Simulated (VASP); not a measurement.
# Ru (P6_3/mmc) in VASP: further runs

Ru is run at these levels: r2SCAN+rVV10; tasks: single point.

Program: VASP 6.6.1. These are calculated values, not measurements. Logs are shortened: lines on timing, memory, paths and dates and some standing lists are left out, and cuts for length are marked.

### Step 1. The cell of the first run

It takes space group P6_3/mmc (No. 194, hexagonal). Conventional cell: a = 2.724 Å, b = 2.724 Å, c = 4.310 Å, α = 90.00°, β = 90.00°, γ = 120.00°. Ru (site symmetry -6m2) has 12 Ru at 2.67 to 2.72 Å within 3.5 Å.

### Step 2. Single point, r2SCAN+rVV10

Input file POSCAR:

```
Ru
1.0
    2.7237197275      0.0000000000      0.0000000000
   -1.3618598638      2.3588104769      0.0000000000
    0.0000000000      0.0000000000      4.3102577801
Ru
2
Direct
    0.6666666667      0.3333333333      0.7500000000
    0.3333333333      0.6666666667      0.2500000000
```

Input file INCAR.step1:

```
SYSTEM = Ru
PREC     = Accurate       ! precision mode
ENCUT    = 520            ! plane-wave cutoff, eV
ISMEAR   = -1             ! smearing method
SIGMA    = 0.05           ! smearing width, eV
LREAL    = .FALSE.        ! projectors in reciprocal space
LASPH    = .TRUE.         ! aspherical terms in the spheres
NELM     = 80             ! most SCF steps
NBANDS   = 21             ! bands
GGA      = PE             ! functional
ALGO     = Normal         ! electronic algorithm
EDIFF    = 1E-4           ! SCF threshold, eV
LWAVE    = .TRUE.         ! write WAVECAR
LCHARG   = .FALSE.        ! write CHGCAR
```

Input file INCAR.step2:

```
SYSTEM = Ru
PREC     = Accurate       ! precision mode
ENCUT    = 520            ! plane-wave cutoff, eV
EDIFF    = 1E-7           ! SCF threshold, eV
ISMEAR   = -1             ! smearing method
SIGMA    = 0.05           ! smearing width, eV
LREAL    = .FALSE.        ! projectors in reciprocal space
LASPH    = .TRUE.         ! aspherical terms in the spheres
NELM     = 80             ! most SCF steps
ALGO     = Normal         ! electronic algorithm
ISIF     = 2              ! what is computed and relaxed
LWAVE    = .FALSE.        ! write WAVECAR
LCHARG   = .TRUE.         ! write CHGCAR
METAGGA  = R2SCAN         ! meta-GGA
LMIXTAU  = .TRUE.       
LUSE_VDW = .TRUE.       
IVDW_NL  = 2            
BPARAM   = 11.95        
CPARAM   = 0.0093       
LELF     = .TRUE.         ! ELF
LVHAR    = .TRUE.       
NBANDS   = 21             ! bands
ISTART   = 1
```

Input file KPOINTS:

```
Automatic mesh
0
G
  11 11 6
  0 0 0
```

Potentials or basis: VASP PAW PBE potentials, release 64 (Ru_pv).

Started as:

```
$ cat potpaw_PBE.64/Ru_pv/POTCAR > POTCAR
$ cp INCAR.step1 INCAR
$ mpirun -np 1 vasp_std > vasp.out
$ cp INCAR.step2 INCAR
$ mpirun -np 1 vasp_std > vasp.out
```

OUTCAR:

```text
SYSTEM = Ru
   PREC = Accurate
   ENCUT = 520
   EDIFF = 1E-7
   ISMEAR = -1
   LREAL = .FALSE.
   LASPH = .TRUE.
   NELM = 80
   ISIF = 2
   METAGGA = R2SCAN
   IVDW_NL = 2
   BPARAM = 11.95
   ISTART = 1

 ion  position               nearest neighbor table
   1  0.667  0.333  0.750-   2 2.67   2 2.67   2 2.67   2 2.67   2 2.67   2 2.67
   2  0.333  0.667  0.250-   1 2.67   1 2.67   1 2.67   1 2.67   1 2.67   1 2.67

  LATTYP: Found a hexagonal cell.
 ALAT       =     2.7237197275
 C/A-ratio  =     1.5824894671

  Lattice vectors:

 A1 = (   2.7237197275,   0.0000000000,   0.0000000000)
 A2 = (  -1.3618598638,   2.3588104769,   0.0000000000)
 A3 = (   0.0000000000,   0.0000000000,   4.3102577801)

Analysis of symmetry for initial positions (statically):
=====================================================================
 Subroutine PRICEL returns:
 Original cell was already a primitive cell.

 Routine SETGRP: Setting up the symmetry group for a
 hexagonal supercell.

 Subroutine GETGRP returns: Found 24 space group operations
 (whereof 12 operations were pure point group operations)
 out of a pool of 24 trial point group operations.

The static configuration has the point symmetry D_3d.
 The point group associated with its full space group is D_6h.

Analysis of symmetry for dynamics (positions and initial velocities):
=====================================================================
 Subroutine PRICEL returns:
 Original cell was already a primitive cell.

 Routine SETGRP: Setting up the symmetry group for a
 hexagonal supercell.

 Subroutine GETGRP returns: Found 24 space group operations
 (whereof 12 operations were pure point group operations)
 out of a pool of 24 trial point group operations.

The dynamic configuration has the point symmetry D_3d.
 The point group associated with its full space group is D_6h.

 Subroutine INISYM returns: Found 24 space group operations
 (whereof 12 operations are pure point group operations),
 and found     1 'primitive' translations

----------------------------------------------------------------------------------------

                                     Primitive cell

  volume of cell :      27.6923

  direct lattice vectors                    reciprocal lattice vectors
     2.723719727  0.000000000  0.000000000     0.367144971  0.211971248  0.000000000
    -1.361859864  2.358810477  0.000000000     0.000000000  0.423942496  0.000000000
     0.000000000  0.000000000  4.310257780     0.000000000  0.000000000  0.232004685

  length of vectors
     2.723719727  2.723719728  4.310257780     0.423942496  0.423942496  0.232004685

  position of ions in fractional coordinates (direct lattice)
     0.666666667  0.333333333  0.750000000
     0.333333333  0.666666667  0.250000000

  ion indices of the primitive-cell ions
   primitive index   ion index
                 1           1
                 2           2

----------------------------------------------------------------------------------------

 KPOINTS: Automatic mesh

Automatic generation of k-mesh.
 Grid dimensions read from file:
 generate k-points for:   11   11    6

 Generating k-lattice:

  Cartesian coordinates                     Fractional coordinates (reciprocal lattice)
     0.033376816  0.019270113  0.000000000     0.090909091  0.000000000  0.000000000
     0.000000000  0.038540227  0.000000000     0.000000000  0.090909091  0.000000000
     0.000000000  0.000000000  0.038667448     0.000000000  0.000000000  0.166666667

  Length of vectors
     0.038540227  0.038540227  0.038667448

  Shift w.r.t. Gamma in fractional coordinates (k-lattice)
     0.000000000  0.000000000  0.000000000

 Subroutine IBZKPT returns following result:
 ===========================================

 Found     64 irreducible k-points:

 Following reciprocal coordinates:
            Coordinates               Weight
  0.000000  0.000000  0.000000      1.000000
  0.090909  0.000000  0.000000      6.000000
  0.181818  0.000000  0.000000      6.000000
  0.272727 -0.000000  0.000000      6.000000
  0.363636  0.000000  0.000000      6.000000
  0.454545 -0.000000  0.000000      6.000000
[... 16 lines left out ...]
  0.090909  0.090909  0.166667     12.000000
  0.181818  0.090909  0.166667     24.000000
 [... further k-points ...]
   k-points           NKPTS =     64   k-points in BZ     NKDIM =     64   number of bands    NBANDS=     21
   number of dos      NEDOS =    301   number of ions     NIONS =      2
   total plane-waves  NPLWV =  12800
   dimension x,y,z NGX =    20 NGY =   20 NGZ =   32
   dimension x,y,z NGXF=    40 NGYF=   40 NGZF=   64
   ions per type =               2
   NGX,Y,Z   is equivalent  to a cutoff of  12.21, 12.21, 12.34 a.u.
   NGXF,Y,Z  is equivalent  to a cutoff of  24.41, 24.41, 24.68 a.u.
 SYSTEM =  Ru
   PREC   = accura    normal or accurate (medium, high low for compatibility)
   ISTART =      1    job   : 0-new  1-cont  2-samecut
   ICHARG =      0    charge: 1-file 2-atom 10-const
   ISPIN  =      1    spin polarized calculation?
   LNONCOLLINEAR =      F non collinear calculations
   LSORBIT =      F    spin-orbit coupling
   LASPH  =      T    aspherical Exc in radial PAW
   ENCUT  =  520.0 eV  38.22 Ry    6.18 a.u.   5.06  5.06  8.01*2*pi/ulx,y,z
   NELM   =     80;   NELMIN=  2; NELMDL=  0     # of ELM steps
   EDIFF  = 0.1E-06   stopping-criterion for ELM
   LREAL  =      F    real-space projection
   EDIFFG = 0.1E-05   stopping-criterion for IOM
   NSW    =      0    number of steps for IOM
   IBRION =     -1    ionic relax: 0-MD 1-quasi-New 2-CG
   NFREE  =      0    steps in history (QN), initial steepest desc. (CG)
   ISIF   =      2    stress and relaxation
   ISYM   =      2    0-nonsym 1-usesym 2-fastsym
   POTIM  = 0.5000    time-step for ionic-motion
   TEBEG  =    0.0;   TEEND  =   0.0 temperature during run
   PSTRESS=    0.0 pullay stress
   NELECT =      28.0000    total number of electrons
   NUPDOWN=      -1.0000    fix difference up-down
   EMIN   =  10.00;   EMAX   =-10.00  energy-range for DOS
   EFERMI =   0.00;   METHOD = LEGACY
   ISMEAR =    -1;   SIGMA  =   0.05  broadening in eV -4-tet -1-fermi 0-gaus
   EFERMI_NEDOS =   21; number of points for ismear=-14 and -15
   IALGO  =     38    algorithm
   IMIX   =      4    mixing-type and parameters
     AMIX     =   0.40;   BMIX     =  1.00
     AMIX_MAG =   1.60;   BMIX_MAG =  1.00
  volume/ion in A,a.u.               =      13.85        93.44
  Fermi-wavevector in a.u.,A,eV,Ry     =   1.643140  3.105085 36.734499  2.699910
  Thomas-Fermi vector in A             =   2.733325
   LORBIT       =      0    0 simple, 1 ext, 2 COOP (PROOUT), +10 PAW based schemes
   METAGGA = R2SCAN    functional components
   LHFCALC =     F    Hartree Fock is set to
   AEXX    =    0.0000 exact exchange contribution
   IVDW_NL    =     2    kernel type
   BPARAM     =11.9500
   IVDW    =     0    specifies the selected vdW correction
   LEPSILON=     F    determine dielectric tensor
   LRPA    =     F    only Hartree local field effects (RPA)
 non-spin polarized calculation
  energy-cutoff  :      520.00
  volume of cell :       27.69
 maximum number of plane-waves:       764
   NGX = 11   NGY = 11   NGZ = 17

 number of electron      28.0000015 magnetization

 Free energy of the ion-electron system (eV)
  ---------------------------------------------------
  ext. energy  EPLUGINS =         0.00000000
  ---------------------------------------------------
  free energy    TOTEN  =       -50.35589230 eV

  energy without entropy =      -50.33934912  energy(sigma->0) =      -50.34762071

 E-fermi :  12.2928     XC(G=0): -15.2951

 val. band max:       12.2734494599   @ k =   0.2727  -0.0000   0.0000
 cond. band min:      12.2964141353   @ k =   0.3636   0.0000   0.3333
 fundamental gap:      0.0229646754
 Fermi energy:        12.2927891677

 k-point     1 :       0.0000    0.0000    0.0000
  band No.  band energies     occupation
      1     -32.6426      2.00000
      2     -31.6978      2.00000
      3     -31.6978      2.00000
      4     -31.5255      2.00000
      5     -31.5255      2.00000
      6     -31.4851      2.00000
[... 13 lines left out ...]
     20      20.7433      0.00000
     21      22.9323      0.00000

 k-point     2 :       0.0909    0.0000    0.0000
  band No.  band energies     occupation
      1     -32.6142      2.00000
      2     -31.7577      2.00000
      3     -31.7179      2.00000
      4     -31.5880      2.00000
      5     -31.5338      2.00000
      6     -31.4982      2.00000
[... 13 lines left out ...]
     20      20.7432      0.00000
     21      22.8836      0.00000

 k-point     3 :       0.1818    0.0000    0.0000
  band No.  band energies     occupation
      1     -32.5335      2.00000
      2     -31.9186      2.00000
      3     -31.7700      2.00000
      4     -31.7519      2.00000
      5     -31.5576      2.00000
      6     -31.5380      2.00000
[... 13 lines left out ...]
     20      20.7433      0.00000
     21      22.7363      0.00000

 k-point     4 :       0.2727   -0.0000    0.0000
  band No.  band energies     occupation
      1     -32.4140      2.00000
      2     -32.1295      2.00000
      3     -31.9582      2.00000
      4     -31.8352      2.00000
      5     -31.6036      2.00000
      6     -31.5911      2.00000
[... 13 lines left out ...]
     20      20.7433      0.00000
     21      22.5492      0.00000

 k-point     5 :       0.3636    0.0000    0.0000
  band No.  band energies     occupation
      1     -32.3229      2.00000
      2     -32.2792      2.00000
      3     -32.1404      2.00000
      4     -31.8929      2.00000
      5     -31.6887      2.00000
      6     -31.6234      2.00000
[... 13 lines left out ...]
     20      21.9666      0.00000
     21      22.7239      0.00000

 k-point     6 :       0.4545   -0.0000    0.0000
  band No.  band energies     occupation
      1     -32.4375      2.00000
      2     -32.2458      2.00000
      3     -32.1723      2.00000
      4     -31.9264      2.00000
      5     -31.7659      2.00000
      6     -31.6432      2.00000
[... 13 lines left out ...]
     20      20.7433      0.00000
     21      23.6710      0.00000

 k-point     7 :       0.0909    0.0909    0.0000
  band No.  band energies     occupation
      1     -32.5596      2.00000
      2     -31.8551      2.00000
      3     -31.7848      2.00000
      4     -31.6741      2.00000
      5     -31.5591      2.00000
      6     -31.5248      2.00000
[... 13 lines left out ...]
     20      20.7432      0.00000
     21      22.7878      0.00000
[... 291 lines left out ...]
      1     -32.4117      2.00000
      2     -32.0808      2.00000
      3     -32.0005      2.00000
      4     -31.8191      2.00000
      5     -31.6132      2.00000
      6     -31.6077      2.00000
[... 13 lines left out ...]
     20      20.7433      0.00000
     21      24.4609      0.00000

 k-point    21 :       0.3636    0.0000    0.1667
  band No.  band energies     occupation
      1     -32.4231      2.00000
      2     -32.2180      2.00000
      3     -32.1081      2.00000
      4     -31.8752      2.00000
      5     -31.6798      2.00000
      6     -31.6418      2.00000
[... 13 lines left out ...]
     20      20.7433      0.00000
     21      23.7727      0.00000

 k-point    22 :       0.4545   -0.0000    0.1667
  band No.  band energies     occupation
      1     -32.4956      2.00000
      2     -32.3113      2.00000
      3     -32.0704      2.00000
      4     -31.9078      2.00000
      5     -31.7403      2.00000
      6     -31.6625      2.00000
[... 13 lines left out ...]
     20      20.7432      0.00000
     21      23.2147      0.00000

 k-point    23 :       0.0909    0.0909    0.1667
  band No.  band energies     occupation
      1     -32.5026      2.00000
      2     -31.8348      2.00000
      3     -31.7897      2.00000
      4     -31.7124      2.00000
      5     -31.5727      2.00000
      6     -31.5508      2.00000
[... 13 lines left out ...]
     20      20.7432      0.00000
     21      24.2699      0.00000

 k-point    24 :       0.1818    0.0909    0.1667
  band No.  band energies     occupation
      1     -32.4320      2.00000
      2     -31.9963      2.00000
      3     -31.9476      2.00000
      4     -31.7906      2.00000
      5     -31.6186      2.00000
      6     -31.5857      2.00000
[... 13 lines left out ...]
     20      20.7432      0.00000
     21      24.4199      0.00000

 [... further k-points ...]
[... 5 lines left out ...]
  --------------------------------------------------------------------------------------
  -------------------------------------------------------------------------------------
  Total       -1.4800777     -1.4800777     -1.6878287      0.0000000      0.0000000      0.0000000
  in kB      -85.6320620    -85.6320620    -97.6518001      0.0000000      0.0000000      0.0000000
  external PRESSURE =     -89.6386414 kB  Pullay stress =       0.0000000 kB

 VOLUME and BASIS-vectors are now :
 -----------------------------------------------------------------------------
  energy-cutoff  :      520.00
  volume of cell :       27.69
      direct lattice vectors                 reciprocal lattice vectors
     2.723719727  0.000000000  0.000000000     0.367144971  0.211971248  0.000000000
    -1.361859864  2.358810477  0.000000000     0.000000000  0.423942496  0.000000000
     0.000000000  0.000000000  4.310257780     0.000000000  0.000000000  0.232004685

 POSITION                                       TOTAL-FORCE (eV/Angst)
 -----------------------------------------------------------------------------------
      1.36186      0.78627      3.23269        -0.000000      0.000000      0.000000
     -0.00000      1.57254      1.07756         0.000000     -0.000000      0.000000
 -----------------------------------------------------------------------------------
    total drift:                                0.000000     -0.000000      0.000000

  FREE ENERGIE OF THE ION-ELECTRON SYSTEM (eV)
  ---------------------------------------------------
  free  energy   TOTEN  =       -50.3558922990 eV

  energy  without entropy=      -50.3393491214  energy(sigma->0) =      -50.34762071
```

Run time: 1.9 min. Hardware: 1 thread of Intel Xeon 6975P-C, shared host; peak memory 0.22 GiB.

Results:

```yaml
Free_energy: -50.3559 eV
Pressure: -9.0 GPa
Band_gap_on_the_k_mesh: zero (band 14 reaches 13.87 eV, above the bottom of band 15 at 10.76 eV)
```

Caveat: the PAW data sets were made with another functional, which shifts forces and pressure a little.

(Part 1 of 2 ends here.)
